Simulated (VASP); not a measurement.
**AlSn: relaxation of cell and atoms with PBEsol**

AlSn:

```xyz
2
Lattice="4.1981 0.0000 0.0000 -2.0991 3.6357 0.0000 0.0000 0.0000 3.3068" Properties=species:S:1:pos:R:3 pbc="T T T"
Al    0.0000    0.0000    0.0000
Sn    0.0000    2.4238    1.6534
```

```yaml
Program: VASP 6.6.1
Task: relaxation of cell and atoms
Functional: PBEsol
Potentials_or_basis: VASP PAW PBE potentials, release 64 (Al, Sn_d)
Cutoff: 500 eV
k_mesh: 3 × 3 × 2
Occupations: gaussian, width 0.1 eV
Spin: no spin polarisation
Dipole_correction: no
Further_INCAR_settings: ALGO = Normal; EDIFF = 1e-07; IBRION = 2; EDIFFG = -0.01; NSW = 30; ISIF = 3
```

- Relaxed volume: 24.22 Å³/atom
- Relaxed cell: a = 4.212 Å, b = 4.212 Å, c = 3.153 Å, α = 90.00°, β = 90.00°, γ = 120.00°
- Space group after relaxing (to 0.05 Å): P-6m2 (No. 187)
- Energy gained by relaxing: 37.2 meV/atom
- Ionic steps: 8
- Pressure after relaxing: 0.0 GPa

Step by step:
```tsv
step	energy change (eV)	largest force (eV/Å)	pressure (GPa)	volume (Å³)
1	0.0000	0.0000	-3.11	50.47
2	-0.0461	0.0000	2.82	46.89
3	-0.0740	0.0000	0.27	48.18
4	-0.0740	0.0000	0.37	48.14
5	-0.0744	0.0000	0.05	48.42
6	-0.0744	0.0000	0.08	48.40
7	-0.0744	0.0000	-0.04	48.47
8	-0.0744	0.0000	0.01	48.44
```

Final structure:
```yaml
crystal:
  lattice:
    - [4.21201, 0.00000, 0.00000]
    - [-2.10600, 3.64771, 0.00000]
    - [0.00000, 0.00000, 3.15280]
  atoms:
    - { symbol: Al, position: [0.00000, 0.00000, 0.00000] }
    - { symbol: Sn, position: [0.33333, 0.66667, 0.50000] }
```

Levels at points of the mesh, in eV from the Fermi level:
```tsv
k point	band 4	band 5	band 6	band 7	band 8	band 9	band 10	band 11	band 12
(0.00, 0.00, 0.00)	-21.06	-21.06	-10.64	-0.45	-0.45	0.56	2.98	2.98	3.76
(0.00, 0.00, 0.50)	-21.09	-20.98	-7.19	-6.07	2.83	2.83	3.81	3.81	3.83
```

It took 33 s on 1 thread of Intel(R) Xeon(R) Platinum 8375C CPU @ 2.90GHz (Ice Lake), with other jobs on the host, peak memory 0.16 GiB.

Caveat: the k points lie up to 1.00 Å⁻¹ apart in the final cell; the PAW data sets were made with another functional, which shifts forces and pressure a little; spin-orbit coupling is left out, which moves the levels of the heavy elements.
